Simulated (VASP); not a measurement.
A run of VASP 6.6.1 is set up as follows.

INCAR

```
ALGO = Normal ; EDIFF = 1E-7
EDIFFG = -0.002 ; EFERMI = MIDGAP
ENCUT = 640 ; GGA_COMPAT = False
IBRION = 2 ; ISIF = 2
ISMEAR = 0 ; KPAR = 8
LASPH = True ; LCHARG = False
LMIXTAU = True ; LREAL = False
LWAVE = False ; METAGGA = LAK
NELM = 120 ; NELMIN = 4
NSW = 120 ; PREC = Accurate
SIGMA = 0.03
```

File KPOINTS:

```
Automatic mesh
0
Gamma
  5 5 5
  0 0 0
```

POSCAR

```
BaZrO3
1.0
    4.1913400000      0.0000000000      0.0000000000
    0.0000000000      4.1913400000      0.0000000000
    0.0000000000      0.0000000000      4.1913400000
Ba Zr O
1 1 3
Direct
   -0.0068650000     -0.0016700000      0.0041750000
    0.4985830000      0.5006640000      0.4967460000
    0.5071710000      0.4969240000      0.0011960000
    0.4858860000     -0.0016490000      0.5020240000
   -0.0094040000      0.5136530000      0.5031800000
```

Potentials or basis: VASP PAW PBE potentials, release 64 (Ba_sv, Zr_sv, O).

Launch:

```bash
$ cat potpaw_PBE.64/Ba_sv/POTCAR potpaw_PBE.64/Zr_sv/POTCAR potpaw_PBE.64/O/POTCAR > POTCAR
$ mpirun -np 8 vasp_std > vasp.out
```

Predict the band gap on the k mesh.

3.97 eV (least direct gap 4.13 eV).

Estimate the energy gained by relaxing.

4.1 meV/atom.

Final structure:
```
Ba Zr O
1.0
     4.19134    0.00000    0.00000
     0.00000    4.19134    0.00000
     0.00000    0.00000    4.19134
Ba Zr O
1 1 3
Direct
  0.99509 0.00160 0.00144
  0.49502 0.50164 0.50152
  0.49507 0.50157 0.00149
  0.49513 0.00160 0.50144
  0.99505 0.50151 0.50143
```

Caveat: the cell differs from its parent crystal (atoms moved at random); spin-orbit coupling is left out, which moves the levels of the heavy elements; an odd mesh through Γ misses points on the zone boundary, where band edges can lie.
